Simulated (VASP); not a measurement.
Wanted: the native input for a VASP 6.6.1 run.

| Property | Result |
| --- | --- |
| Task | electric field gradients |
| Functional | PBE |
| Potentials or basis | VASP PAW PBE potentials, release 64 (Sn_d) |
| Cutoff | 520 eV |
| k mesh | 9 × 9 × 9 |
| Occupations | fermi-dirac, width 0.03 eV |
| Spin | no spin polarisation |
| Dipole correction | no |
| Further INCAR settings | ALGO = Normal; EDIFF = 1e-08; NBANDS = 21 |

The structure of Sn lies in POSCAR:

```
Sn
1.0
    0.0000000000      3.1799082881      3.1799082881
    3.1799082881      0.0000000000      3.1799082881
    3.1799082881      3.1799082881      0.0000000000
Sn
2
Direct
    0.5000000000      0.5000000000      0.5000000000
    0.7500000000      0.7500000000      0.7500000000
```

This cell differs from its parent crystal: volume scaled by 0.9405.

These files were run (other wordings do the same):

INCAR

```
PREC = Accurate
ENCUT = 520
EDIFF = 1E-8
ISMEAR = -1
SIGMA = 0.03
LREAL = F
LASPH = T
NELM = 60
ALGO = Normal
ISIF = 2
LWAVE = F
LCHARG = F
GGA = PE
LEFG = T
NBANDS = 21
```

KPOINTS

```
regular mesh
0
Gamma
  9 9 9
```

Potentials or basis: VASP PAW PBE potentials, release 64 (Sn_d).

Run with:

```sh
$ cat potpaw_PBE.64/Sn_d/POTCAR > POTCAR
$ mpirun -np 1 vasp_std > vasp.out
```

Results of the run:

```json
{
  "Pressure": "6.7 GPa",
  "Band gap on the k mesh": "zero (filled and empty bands touch)"
}
```

Caveat: without QUAD_EFG the Cq values of the log hold for a quadrupole moment of 1 mb, not for the nuclei; spin-orbit coupling is left out, which moves the levels of the heavy elements.

It took 57 s on 1 thread of Intel(R) Xeon(R) Platinum 8259CL CPU @ 2.50GHz (Skylake/Cascade Lake), on a shared host, peak memory 0.21 GiB.
